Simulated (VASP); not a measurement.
# Mg (I4/mmm) in VASP: single point with LDA

Aim: the single point of Mg with LDA.

Program: VASP 6.6.1. These are calculated values, not measurements. Logs are shortened: lines on timing, memory, paths and dates and some standing lists are left out, and cuts for length are marked.

## Step 1: The cell of the first run

Symmetry: I4/mmm, No. 139, tetragonal system. Conventional cell: a = 3.557 Å, b = 3.557 Å, c = 3.579 Å, α = 90.00°, β = 90.00°, γ = 90.00°. Within 4.1 Å of Mg (site symmetry 4/mmm) lie 14 Mg at 3.09 to 3.58 Å.

This isn't the form of Mg at room conditions, which is hcp.

## Step 2: Single point, LDA

The input, INCAR:

```
SYSTEM = Mg
ALGO = Fast ; EDIFF = 1E-6
ENCUT = 520 ; ISIF = 2
ISMEAR = 0 ; LASPH = .True.
LCHARG = .True. ; LELF = .True.
LREAL = .False. ; LVHAR = .True.
LWAVE = .False. ; NBANDS = 7
NELM = 100 ; PREC = Accurate
SIGMA = 0.15
```

The input, KPOINTS:

```
k-points
0
Gamma
  22 22 22
  0 0 0
```

The input, POSCAR:

```
Mg
1.0
   -1.7785788978      1.7785788978      1.7895766801
    1.7785788978     -1.7785788978      1.7895766801
    1.7785788978      1.7785788978     -1.7895766801
Mg
1
Direct
    0.0000000000      0.0000000000      0.0000000000
```

Potentials or basis: VASP PAW LDA potentials, release 64 (Mg).

The run is started by

```sh
$ cat potpaw_LDA.64/Mg/POTCAR > POTCAR
$ mpirun -np 1 vasp_std > vasp.out
```

OUTCAR:

```text
SYSTEM = Mg
   EDIFF = 1E-6
   ENCUT = 520
   ISIF = 2
   ISMEAR = 0
   LASPH = .True.
   LREAL = .False.
   NELM = 100
   PREC = Accurate

 ion  position               nearest neighbor table
   1  0.000  0.000  0.000-

  LATTYP: Found a body centered tetragonal cell.
 ALAT       =     3.5571577956
 C/A-ratio  =     1.0061834661

  Lattice vectors:

 A1 = (  -1.7785788978,   1.7785788978,   1.7895766801)
 A2 = (   1.7785788978,  -1.7785788978,   1.7895766801)
 A3 = (   1.7785788978,   1.7785788978,  -1.7895766801)

Analysis of symmetry for initial positions (statically):
=====================================================================
 Subroutine PRICEL returns:
 Original cell was already a primitive cell.

 Routine SETGRP: Setting up the symmetry group for a
 body centered tetragonal supercell.

 Subroutine GETGRP returns: Found 16 space group operations
 (whereof 16 operations were pure point group operations)
 out of a pool of 16 trial point group operations.

The static configuration has the point symmetry D_4h.

Analysis of symmetry for dynamics (positions and initial velocities):
=====================================================================
 Subroutine PRICEL returns:
 Original cell was already a primitive cell.

 Routine SETGRP: Setting up the symmetry group for a
 body centered tetragonal supercell.

 Subroutine GETGRP returns: Found 16 space group operations
 (whereof 16 operations were pure point group operations)
 out of a pool of 16 trial point group operations.

The dynamic configuration has the point symmetry D_4h.

 Subroutine INISYM returns: Found 16 space group operations
 (whereof 16 operations are pure point group operations),
 and found     1 'primitive' translations

----------------------------------------------------------------------------------------

                                     Primitive cell

  volume of cell :      22.6442

  direct lattice vectors                    reciprocal lattice vectors
    -1.778578898  1.778578898  1.789576680     0.000000000  0.281123317  0.279395684
     1.778578898 -1.778578898  1.789576680     0.281123317  0.000000000  0.279395684
     1.778578898  1.778578898 -1.789576680     0.281123317  0.281123317  0.000000000

  length of vectors
     3.086951649  3.086951649  3.086951649     0.396348669  0.396348669  0.397568408

  position of ions in fractional coordinates (direct lattice)
     0.000000000  0.000000000  0.000000000

  ion indices of the primitive-cell ions
   primitive index   ion index
                 1           1

----------------------------------------------------------------------------------------

 KPOINTS: k-points

Automatic generation of k-mesh.
 Grid dimensions read from file:
 generate k-points for:   22   22   22

 Generating k-lattice:

  Cartesian coordinates                     Fractional coordinates (reciprocal lattice)
     0.000000000  0.012778333  0.012699804     0.045454545 -0.000000000  0.000000000
     0.012778333  0.000000000  0.012699804    -0.000000000  0.045454545  0.000000000
     0.012778333  0.012778333  0.000000000     0.000000000  0.000000000  0.045454545

  Length of vectors
     0.018015849  0.018015849  0.018071291

  Shift w.r.t. Gamma in fractional coordinates (k-lattice)
     0.000000000  0.000000000  0.000000000

 Subroutine IBZKPT returns following result:
 ===========================================

 Found    834 irreducible k-points:

 Following reciprocal coordinates:
            Coordinates               Weight
  0.000000  0.000000  0.000000      1.000000
  0.045455 -0.000000  0.000000      8.000000
  0.090909 -0.000000  0.000000      8.000000
  0.136364 -0.000000  0.000000      8.000000
  0.181818  0.000000 -0.000000      8.000000
  0.227273 -0.000000  0.000000      8.000000
[... 16 lines left out ...]
  0.500000  0.045455  0.000000     16.000000
 -0.454545  0.045455  0.000000     16.000000
 [... further k-points ...]
   k-points           NKPTS =    834   k-points in BZ     NKDIM =    834   number of bands    NBANDS=      7
   number of dos      NEDOS =    301   number of ions     NIONS =      1
   total plane-waves  NPLWV =  13824
   dimension x,y,z NGX =    24 NGY =   24 NGZ =   24
   dimension x,y,z NGXF=    48 NGYF=   48 NGZF=   48
   ions per type =               1
   NGX,Y,Z   is equivalent  to a cutoff of  12.93, 12.93, 12.93 a.u.
   NGXF,Y,Z  is equivalent  to a cutoff of  25.85, 25.85, 25.85 a.u.
 SYSTEM =  Mg
   PREC   = accura    normal or accurate (medium, high low for compatibility)
   ISTART =      0    job   : 0-new  1-cont  2-samecut
   ICHARG =      2    charge: 1-file 2-atom 10-const
   ISPIN  =      1    spin polarized calculation?
   LNONCOLLINEAR =      F non collinear calculations
   LSORBIT =      F    spin-orbit coupling
   LASPH  =      T    aspherical Exc in radial PAW
   ENCUT  =  520.0 eV  38.22 Ry    6.18 a.u.   5.74  5.74  5.74*2*pi/ulx,y,z
   NELM   =    100;   NELMIN=  2; NELMDL= -5     # of ELM steps
   EDIFF  = 0.1E-05   stopping-criterion for ELM
   LREAL  =      F    real-space projection
   EDIFFG = 0.1E-04   stopping-criterion for IOM
   NSW    =      0    number of steps for IOM
   IBRION =     -1    ionic relax: 0-MD 1-quasi-New 2-CG
   NFREE  =      0    steps in history (QN), initial steepest desc. (CG)
   ISIF   =      2    stress and relaxation
   ISYM   =      2    0-nonsym 1-usesym 2-fastsym
   POTIM  = 0.5000    time-step for ionic-motion
   TEBEG  =    0.0;   TEEND  =   0.0 temperature during run
   PSTRESS=    0.0 pullay stress
   NELECT =       2.0000    total number of electrons
   NUPDOWN=      -1.0000    fix difference up-down
   EMIN   =  10.00;   EMAX   =-10.00  energy-range for DOS
   EFERMI =   0.00;   METHOD = LEGACY
   ISMEAR =     0;   SIGMA  =   0.15  broadening in eV -4-tet -1-fermi 0-gaus
   EFERMI_NEDOS =   21; number of points for ismear=-14 and -15
   IALGO  =     68    algorithm
   IMIX   =      4    mixing-type and parameters
     AMIX     =   0.40;   BMIX     =  1.00
     AMIX_MAG =   1.60;   BMIX_MAG =  1.00
  volume/ion in A,a.u.               =      22.64       152.81
  Fermi-wavevector in a.u.,A,eV,Ry     =   0.729065  1.377732  7.231974  0.531535
  Thomas-Fermi vector in A             =   1.820694
   LORBIT       =      0    0 simple, 1 ext, 2 COOP (PROOUT), +10 PAW based schemes
   GGA     = CA    functional components
   LHFCALC =     F    Hartree Fock is set to
   AEXX    =    0.0000 exact exchange contribution
   IVDW    =     0    specifies the selected vdW correction
   LEPSILON=     F    determine dielectric tensor
   LRPA    =     F    only Hartree local field effects (RPA)
 non-spin polarized calculation
 RMM-DIIS sequential band-by-band and
 Gauss-broadening in eV      SIGMA  =   0.15
  energy-cutoff  :      520.00
  volume of cell :       22.64
 maximum number of plane-waves:       626
   NGX = 11   NGY = 11   NGZ = 11

 number of electron       2.0000000 magnetization

 Free energy of the ion-electron system (eV)
  ---------------------------------------------------
  ext. energy  EPLUGINS =         0.00000000
  ---------------------------------------------------
  free energy    TOTEN  =        -1.77462484 eV

  energy without entropy =       -1.76886619  energy(sigma->0) =       -1.77174551

 E-fermi :   2.5810     XC(G=0):  -8.7276

 val. band max:        2.5770716532   @ k =   0.4091   0.0909  -0.0000
 cond. band min:       2.5851539224   @ k =   0.2273   0.2273   0.2273
 fundamental gap:      0.0080822692
 Fermi energy:         2.5810300624

 k-point     1 :       0.0000    0.0000    0.0000
  band No.  band energies     occupation
      1      -4.4344      2.00000
      2      15.5361      0.00000
      3      15.5361      0.00000
      4      15.6570      0.00000
      5      17.5213      0.00000
      6      17.5792      0.00000
      7      17.6115      0.00000

 k-point     2 :       0.0455   -0.0000    0.0000
  band No.  band energies     occupation
      1      -4.3854      2.00000
      2      14.9206      0.00000
      3      15.2707      0.00000
      4      15.3891      0.00000
      5      16.9502      0.00000
      6      17.1005      0.00000
      7      17.7252      0.00000

 k-point     3 :       0.0909   -0.0000    0.0000
  band No.  band energies     occupation
      1      -4.2388      2.00000
      2      13.5435      0.00000
      3      14.7173      0.00000
      4      14.8228      0.00000
      5      16.2306      0.00000
      6      16.6607      0.00000
      7      17.8936      0.00000

 k-point     4 :       0.1364   -0.0000    0.0000
  band No.  band energies     occupation
      1      -3.9949      2.00000
      2      11.9849      0.00000
      3      14.0970      0.00000
      4      14.2166      0.00000
      5      15.5404      0.00000
      6      16.2671      0.00000
      7      18.1599      0.00000

 k-point     5 :       0.1818    0.0000   -0.0000
  band No.  band energies     occupation
      1      -3.6545      2.00000
      2      10.4250      0.00000
      3      13.4786      0.00000
      4      13.6714      0.00000
      5      14.9174      0.00000
      6      15.8609      0.00000
      7      18.5173      0.00000
[... 161 lines left out ...]
 k-point    22 :       0.4545    0.0455    0.0000
  band No.  band energies     occupation
      1       0.8039      2.00000
      2       1.9591      2.00000
      3      10.5961      0.00000
      4      11.8048      0.00000
      5      13.2002      0.00000
      6      14.6389      0.00000
      7      21.2866      0.00000

 k-point    23 :       0.5000    0.0455    0.0000
  band No.  band energies     occupation
      1       0.8092      2.00000
      2       1.9532      2.00000
      3      10.6004      0.00000
      4      11.8000      0.00000
      5      13.2040      0.00000
      6      14.6340      0.00000
      7      21.2058      0.00000

 k-point    24 :      -0.4545    0.0455    0.0000
  band No.  band energies     occupation
      1      -0.0855      2.00000
      2       3.0156      0.00004
      3      10.6938      0.00000
      4      11.8734      0.00000
      5      13.2938      0.00000
      6      14.7090      0.00000
      7      20.6563      0.00000

 [... further k-points ...]

------------------------ aborting loop because EDIFF is reached ----------------------------------------

  FORCE on cell =-STRESS in cart. coord.  units (eV):
  Direction    XX          YY          ZZ          XY          YZ          ZX
  --------------------------------------------------------------------------------------
  -------------------------------------------------------------------------------------
  Total       -0.2829129     -0.2829129     -0.2711518      0.0000000     -0.0000000      0.0000000
  in kB      -20.0173568    -20.0173568    -19.1852066      0.0000000     -0.0000000      0.0000000
  external PRESSURE =     -19.7399734 kB  Pullay stress =       0.0000000 kB

 VOLUME and BASIS-vectors are now :
 -----------------------------------------------------------------------------
  energy-cutoff  :      520.00
  volume of cell :       22.64
      direct lattice vectors                 reciprocal lattice vectors
    -1.778578898  1.778578898  1.789576680     0.000000000  0.281123317  0.279395684
     1.778578898 -1.778578898  1.789576680     0.281123317  0.000000000  0.279395684
     1.778578898  1.778578898 -1.789576680     0.281123317  0.281123317  0.000000000

 POSITION                                       TOTAL-FORCE (eV/Angst)
 -----------------------------------------------------------------------------------
      0.00000      0.00000      0.00000         0.000000      0.000000      0.000000
 -----------------------------------------------------------------------------------
    total drift:                                0.000000      0.000000      0.000000

  FREE ENERGIE OF THE ION-ELECTRON SYSTEM (eV)
  ---------------------------------------------------
  free  energy   TOTEN  =        -1.7746248351 eV

  energy  without entropy=       -1.7688661931  energy(sigma->0) =       -1.77174551
```

Wall time 2.6 min (1 thread of Oxide Virtual Turin-like, shared host); peak memory 0.21 GiB.

Results:

* Free energy: -1.7746 eV
* Pressure: -2.0 GPa
* Band gap on the k mesh: zero (bands 1 and 2 overlap by 4.71 eV)

Stress tensor (GPa, compression positive):
```
-2.00  0.00  0.00
 0.00 -2.00  0.00
 0.00  0.00 -1.92
```
